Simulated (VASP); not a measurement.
# ZrB2 (P6/mmm) in VASP: a series of runs

ZrB2 is run at these levels: PBEsol; tasks: single point.

Program: VASP 6.6.1. These are calculated values, not measurements. Logs are shortened: lines on timing, memory, paths and dates and some standing lists are left out, and cuts for length are marked.

### Step 1. The cell of the first run

It takes space group P6/mmm (No. 191, hexagonal). The conventional cell has a = 3.168 Å, b = 3.168 Å, c = 3.552 Å, α = 90.00°, β = 90.00°, γ = 120.00°. Within 3.4 Å of Zr (site symmetry 6/mmm) lie 12 B at 2.55 Å and 6 Zr at 3.17 Å. B (site symmetry -6m2) has 3 B at 1.83 Å within 2.4 Å.

### Step 2. Single point, PBEsol

File INCAR:

```
SYSTEM = ZrB2
PREC = Accurate ; ENCUT = 520
EDIFF = 1E-7 ; ISMEAR = 0
SIGMA = 0.1 ; LREAL = .FALSE.
LASPH = .TRUE. ; NELM = 80
ALGO = Normal ; ISIF = 2
LWAVE = .FALSE. ; LCHARG = .TRUE.
GGA = PS ; LELF = .TRUE.
LVHAR = .TRUE. ; NBANDS = 16
```

File KPOINTS:

```
regular mesh
0
G
  6 6 6
  0 0 0
```

File POSCAR:

```
ZrB2
1.0
    3.1675246600      0.0000000000      0.0000000000
   -1.5837623300      2.7431568200      0.0000000000
    0.0000000000      0.0000000000      3.5523880600
Zr B
1 2
Direct
    0.0000000000      0.0000000000      0.0000000000
    0.3333333300      0.6666666700      0.5000000000
    0.6666666700      0.3333333300      0.5000000000
```

Potentials or basis: VASP PAW PBE potentials, release 64 (Zr_sv, B).

The run is started by

```console
$ cat potpaw_PBE.64/Zr_sv/POTCAR potpaw_PBE.64/B/POTCAR > POTCAR
$ mpirun -np 1 vasp_std > vasp.out
```

OUTCAR:

```text
SYSTEM = ZrB2
   PREC = Accurate
   ENCUT = 520
   EDIFF = 1E-7
   ISMEAR = 0
   LREAL = .FALSE.
   LASPH = .TRUE.
   NELM = 80
   ISIF = 2
   GGA = PS

 ion  position               nearest neighbor table
   1  0.000  0.000  0.000-   2 2.55   3 2.55   2 2.55   3 2.55   2 2.55   2 2.55   3 2.55   3 2.55
                             3 2.55   3 2.55   2 2.55   2 2.55
   2  0.333  0.667  0.500-   3 1.83   3 1.83   3 1.83   1 2.55   1 2.55   1 2.55   1 2.55   1 2.55
                             1 2.55
   3  0.667  0.333  0.500-   2 1.83   2 1.83   2 1.83   1 2.55   1 2.55   1 2.55   1 2.55   1 2.55
                             1 2.55

  LATTYP: Found a hexagonal cell.
 ALAT       =     3.1675246600
 C/A-ratio  =     1.1215028899

  Lattice vectors:

 A1 = (   3.1675246600,   0.0000000000,   0.0000000000)
 A2 = (  -1.5837623300,   2.7431568200,   0.0000000000)
 A3 = (   0.0000000000,   0.0000000000,   3.5523880600)

Analysis of symmetry for initial positions (statically):
=====================================================================
 Subroutine PRICEL returns:
 Original cell was already a primitive cell.

 Routine SETGRP: Setting up the symmetry group for a
 hexagonal supercell.

 Subroutine GETGRP returns: Found 24 space group operations
 (whereof 24 operations were pure point group operations)
 out of a pool of 24 trial point group operations.

The static configuration has the point symmetry D_6h.

Analysis of symmetry for dynamics (positions and initial velocities):
=====================================================================
 Subroutine PRICEL returns:
 Original cell was already a primitive cell.

 Routine SETGRP: Setting up the symmetry group for a
 hexagonal supercell.

 Subroutine GETGRP returns: Found 24 space group operations
 (whereof 24 operations were pure point group operations)
 out of a pool of 24 trial point group operations.

The dynamic configuration has the point symmetry D_6h.

 Subroutine INISYM returns: Found 24 space group operations
 (whereof 24 operations are pure point group operations),
 and found     1 'primitive' translations

----------------------------------------------------------------------------------------

                                     Primitive cell

  volume of cell :      30.8668

  direct lattice vectors                    reciprocal lattice vectors
     3.167524660  0.000000000  0.000000000     0.315703935  0.182271752  0.000000000
    -1.583762330  2.743156820  0.000000000     0.000000000  0.364543504  0.000000000
     0.000000000  0.000000000  3.552388060     0.000000000  0.000000000  0.281500777

  length of vectors
     3.167524660  3.167524658  3.552388060     0.364543504  0.364543504  0.281500777

  position of ions in fractional coordinates (direct lattice)
     0.000000000  0.000000000  0.000000000
     0.333333330  0.666666670  0.500000000
     0.666666670  0.333333330  0.500000000

  ion indices of the primitive-cell ions
   primitive index   ion index
                 1           1
                 2           2
                 3           3

----------------------------------------------------------------------------------------

 KPOINTS: regular mesh

Automatic generation of k-mesh.
 Grid dimensions read from file:
 generate k-points for:    6    6    6

 Generating k-lattice:

  Cartesian coordinates                     Fractional coordinates (reciprocal lattice)
     0.052617323  0.030378625  0.000000000     0.166666667 -0.000000000  0.000000000
     0.000000000  0.060757251  0.000000000     0.000000000  0.166666667  0.000000000
     0.000000000  0.000000000  0.046916796     0.000000000  0.000000000  0.166666667

  Length of vectors
     0.060757251  0.060757251  0.046916796

  Shift w.r.t. Gamma in fractional coordinates (k-lattice)
     0.000000000  0.000000000  0.000000000

 Subroutine IBZKPT returns following result:
 ===========================================

 Found     28 irreducible k-points:

 Following reciprocal coordinates:
            Coordinates               Weight
  0.000000  0.000000  0.000000      1.000000
  0.166667  0.000000  0.000000      6.000000
  0.333333 -0.000000  0.000000      6.000000
  0.500000  0.000000  0.000000      3.000000
  0.166667  0.166667  0.000000      6.000000
  0.333333  0.166667  0.000000     12.000000
[... 16 lines left out ...]
  0.166667  0.000000  0.500000      6.000000
  0.333333 -0.000000  0.500000      6.000000
 [... further k-points ...]
   k-points           NKPTS =     28   k-points in BZ     NKDIM =     28   number of bands    NBANDS=     16
   number of dos      NEDOS =    301   number of ions     NIONS =      3
   total plane-waves  NPLWV =  16128
   dimension x,y,z NGX =    24 NGY =   24 NGZ =   28
   dimension x,y,z NGXF=    48 NGYF=   48 NGZF=   56
   ions per type =               1   2
   NGX,Y,Z   is equivalent  to a cutoff of  12.60, 12.60, 13.10 a.u.
   NGXF,Y,Z  is equivalent  to a cutoff of  25.19, 25.19, 26.21 a.u.
 SYSTEM =  ZrB2
   PREC   = accura    normal or accurate (medium, high low for compatibility)
   ISTART =      0    job   : 0-new  1-cont  2-samecut
   ICHARG =      2    charge: 1-file 2-atom 10-const
   ISPIN  =      1    spin polarized calculation?
   LNONCOLLINEAR =      F non collinear calculations
   LSORBIT =      F    spin-orbit coupling
   LASPH  =      T    aspherical Exc in radial PAW
   ENCUT  =  520.0 eV  38.22 Ry    6.18 a.u.   5.89  5.89  6.61*2*pi/ulx,y,z
   NELM   =     80;   NELMIN=  2; NELMDL= -5     # of ELM steps
   EDIFF  = 0.1E-06   stopping-criterion for ELM
   LREAL  =      F    real-space projection
   EDIFFG = 0.1E-05   stopping-criterion for IOM
   NSW    =      0    number of steps for IOM
   IBRION =     -1    ionic relax: 0-MD 1-quasi-New 2-CG
   NFREE  =      0    steps in history (QN), initial steepest desc. (CG)
   ISIF   =      2    stress and relaxation
   ISYM   =      2    0-nonsym 1-usesym 2-fastsym
   POTIM  = 0.5000    time-step for ionic-motion
   TEBEG  =    0.0;   TEEND  =   0.0 temperature during run
   PSTRESS=    0.0 pullay stress
   NELECT =      18.0000    total number of electrons
   NUPDOWN=      -1.0000    fix difference up-down
   EMIN   =  10.00;   EMAX   =-10.00  energy-range for DOS
   EFERMI =   0.00;   METHOD = LEGACY
   ISMEAR =     0;   SIGMA  =   0.10  broadening in eV -4-tet -1-fermi 0-gaus
   EFERMI_NEDOS =   21; number of points for ismear=-14 and -15
   IALGO  =     38    algorithm
   IMIX   =      4    mixing-type and parameters
     AMIX     =   0.40;   BMIX     =  1.00
     AMIX_MAG =   1.60;   BMIX_MAG =  1.00
  volume/ion in A,a.u.               =      10.29        69.43
  Fermi-wavevector in a.u.,A,eV,Ry     =   1.367735  2.584645 25.452408  1.870699
  Thomas-Fermi vector in A             =   2.493761
   LORBIT       =      0    0 simple, 1 ext, 2 COOP (PROOUT), +10 PAW based schemes
   GGA     = PS    functional components
   LHFCALC =     F    Hartree Fock is set to
   AEXX    =    0.0000 exact exchange contribution
   IVDW    =     0    specifies the selected vdW correction
   LEPSILON=     F    determine dielectric tensor
   LRPA    =     F    only Hartree local field effects (RPA)
 non-spin polarized calculation
 Gauss-broadening in eV      SIGMA  =   0.10
  energy-cutoff  :      520.00
  volume of cell :       30.87
 maximum number of plane-waves:       852
 NGX is ok and might be reduce to    24
   NGX = 11   NGY = 11   NGZ = 13

 number of electron      18.0000000 magnetization

 Free energy of the ion-electron system (eV)
  ---------------------------------------------------
  ext. energy  EPLUGINS =         0.00000000
  ---------------------------------------------------
  free energy    TOTEN  =       -26.34002934 eV

  energy without entropy =      -26.33445275  energy(sigma->0) =      -26.33724104

 E-fermi :   9.9919     XC(G=0): -12.5189

 val. band max:        9.9067315579   @ k =   0.1667   0.1667   0.1667
 cond. band min:      10.0408821790   @ k =   0.1667   0.1667   0.1667
 fundamental gap:      0.1341506211
 Fermi energy:         9.9919367979

 k-point     1 :       0.0000    0.0000    0.0000
  band No.  band energies     occupation
      1     -38.1376      2.00000
      2     -16.3828      2.00000
      3     -15.7851      2.00000
      4     -15.7851      2.00000
      5      -2.3098      2.00000
      6       7.7562      2.00000
[... 8 lines left out ...]
     15      15.5454      0.00000
     16      15.5454      0.00000

 k-point     2 :       0.1667    0.0000    0.0000
  band No.  band energies     occupation
      1     -38.1083      2.00000
      2     -16.3391      2.00000
      3     -16.0373      2.00000
      4     -15.8404      2.00000
      5      -1.7695      2.00000
      6       6.4384      2.00000
[... 8 lines left out ...]
     15      17.1766      0.00000
     16      17.3813      0.00000

 k-point     3 :       0.3333   -0.0000    0.0000
  band No.  band energies     occupation
      1     -38.0490      2.00000
      2     -16.5118      2.00000
      3     -16.2504      2.00000
      4     -15.9487      2.00000
      5      -0.3412      2.00000
      6       4.0494      2.00000
[... 8 lines left out ...]
     15      18.6332      0.00000
     16      20.3223      0.00000

 k-point     4 :       0.5000    0.0000    0.0000
  band No.  band energies     occupation
      1     -38.0190      2.00000
      2     -16.7363      2.00000
      3     -16.2054      2.00000
      4     -16.0019      2.00000
      5       1.4472      2.00000
      6       1.9291      2.00000
[... 8 lines left out ...]
     15      18.0937      0.00000
     16      20.3579      0.00000

 k-point     5 :       0.1667    0.1667    0.0000
  band No.  band energies     occupation
      1     -38.0639      2.00000
      2     -16.3504      2.00000
      3     -16.2728      2.00000
      4     -15.9719      2.00000
      5      -0.7819      2.00000
      6       5.0371      2.00000
[... 8 lines left out ...]
     15      17.4810      0.00000
     16      18.8419      0.00000

 k-point     6 :       0.3333    0.1667    0.0000
  band No.  band energies     occupation
      1     -38.0191      2.00000
      2     -16.6184      2.00000
      3     -16.2056      2.00000
      4     -16.1339      2.00000
      5       0.9475      2.00000
      6       3.0980      2.00000
[... 8 lines left out ...]
     15      19.2385      0.00000
     16      19.8901      0.00000
[... 267 lines left out ...]
 k-point    21 :       0.3333    0.3333    0.3333
  band No.  band energies     occupation
      1     -37.9915      2.00000
      2     -16.4129      2.00000
      3     -16.4129      2.00000
      4     -16.3914      2.00000
      5       1.9086      2.00000
      6       1.9086      2.00000
[... 8 lines left out ...]
     15      17.8770      0.00000
     16      20.6426      0.00000

 k-point    22 :       0.0000    0.0000    0.5000
  band No.  band energies     occupation
      1     -38.1192      2.00000
      2     -16.7357      2.00000
      3     -15.7604      2.00000
      4     -15.7604      2.00000
      5      -0.2898      2.00000
      6       3.4206      2.00000
[... 8 lines left out ...]
     15      17.6705      0.00000
     16      21.0529      0.00000

 k-point    23 :       0.1667    0.0000    0.5000
  band No.  band energies     occupation
      1     -38.0903      2.00000
      2     -16.6756      2.00000
      3     -16.0013      2.00000
      4     -15.8126      2.00000
      5      -0.1736      2.00000
      6       4.1963      2.00000
[... 8 lines left out ...]
     15      18.6020      0.00000
     16      20.4487      0.00000

 k-point    24 :       0.3333   -0.0000    0.5000
  band No.  band energies     occupation
      1     -38.0317      2.00000
      2     -16.5527      2.00000
      3     -16.4576      2.00000
      4     -15.9150      2.00000
      5       0.1853      2.00000
      6       4.5273      2.00000
[... 8 lines left out ...]
     15      18.8319      0.00000
     16      22.0235      0.00000

 [... further k-points ...]

------------------------ aborting loop because EDIFF is reached ----------------------------------------

  FORCE on cell =-STRESS in cart. coord.  units (eV):
  Direction    XX          YY          ZZ          XY          YZ          ZX
  --------------------------------------------------------------------------------------
  -------------------------------------------------------------------------------------
  Total       -0.5696421     -0.5696421     -1.3866575      0.0000000      0.0000000      0.0000000
  in kB      -29.5679781    -29.5679780    -71.9761720      0.0000000      0.0000000      0.0000000
  external PRESSURE =     -43.7040427 kB  Pullay stress =       0.0000000 kB

 VOLUME and BASIS-vectors are now :
 -----------------------------------------------------------------------------
  energy-cutoff  :      520.00
  volume of cell :       30.87
      direct lattice vectors                 reciprocal lattice vectors
     3.167524660  0.000000000  0.000000000     0.315703935  0.182271752  0.000000000
    -1.583762330  2.743156820  0.000000000     0.000000000  0.364543504  0.000000000
     0.000000000  0.000000000  3.552388060     0.000000000  0.000000000  0.281500777

 POSITION                                       TOTAL-FORCE (eV/Angst)
 -----------------------------------------------------------------------------------
      0.00000      0.00000      0.00000         0.000000      0.000000     -0.000000
     -0.00000      1.82877      1.77619         0.000000      0.000000     -0.000000
      1.58376      0.91439      1.77619        -0.000000      0.000000      0.000000
 -----------------------------------------------------------------------------------
    total drift:                                0.000000     -0.000000     -0.000000

  FREE ENERGIE OF THE ION-ELECTRON SYSTEM (eV)
  ---------------------------------------------------
  free  energy   TOTEN  =       -26.3400293373 eV

  energy  without entropy=      -26.3344527475  energy(sigma->0) =      -26.33724104
```

It took 9 s on 1 thread of Intel Xeon Platinum 8559C (Emerald Rapids), shared host; peak memory 0.14 GiB.

Results:

| Item | Value |
| --- | --- |
| Free energy | -26.3400 eV |
| Pressure | -4.4 GPa |
| Band gap on the k mesh | zero (bands 9 and 10 overlap by 1.13 eV) |

Caveat: the k points lie up to 0.38 Å⁻¹ apart, too coarse for converged energies and pressures of a metal; the PAW data sets were made with another functional, which shifts forces and pressure a little.

(Continued in part 2 of 2.)
